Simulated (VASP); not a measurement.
Ta: elastic constants with LDA

Crystal: Ta.

```xyz
1
Lattice="-1.6513 1.6513 1.6513 1.6513 -1.6513 1.6513 1.6513 1.6513 -1.6513" Properties=species:S:1:pos:R:3 pbc="T T T"
Ta    0.0000    0.0000    0.0000
```

- Program: VASP 6.6.1
- Task: elastic constants
- Functional: LDA
- Potentials or basis: VASP PAW LDA potentials, release 64 (Ta_pv)
- Cutoff: 600 eV
- k mesh: 8 × 8 × 8
- Occupations: fermi-dirac, width 0.05 eV
- Spin: no spin polarisation
- Dipole correction: no
- Ions in elastic constants: relaxed
- Further INCAR settings: ALGO = Normal; EDIFF = 1e-08; IBRION = 6; POTIM = 0.015; NSW = 1; ISIF = 3

| Quantity | Value |
| --- | --- |
| Elastic constants C11, C12, C44 | 284, 159, 101 GPa |
| Voigt bulk modulus | 201 GPa |

Elastic tensor in Voigt notation (GPa, in the Cartesian axes of the cell as first typed):
```
284 159 159   0   0   0
159 284 159   0   0   0
159 159 284   0   0   0
  0   0   0 101   0   0
  0   0   0   0 101   0
  0   0   0   0   0 101
```

Clamped-ion elastic tensor (GPa):
```
284 159 159   0   0   0
159 284 159   0   0   0
159 159 284   0   0   0
  0   0   0 101   0   0
  0   0   0   0 101   0
  0   0   0   0   0 101
```

Wall time 90 s on 1 thread of AMD EPYC 9R45 96-Core Processor (Zen 5), with other jobs on the host, peak memory 0.16 GiB.

Caveat: the cell is under stress, which shifts elastic constants.
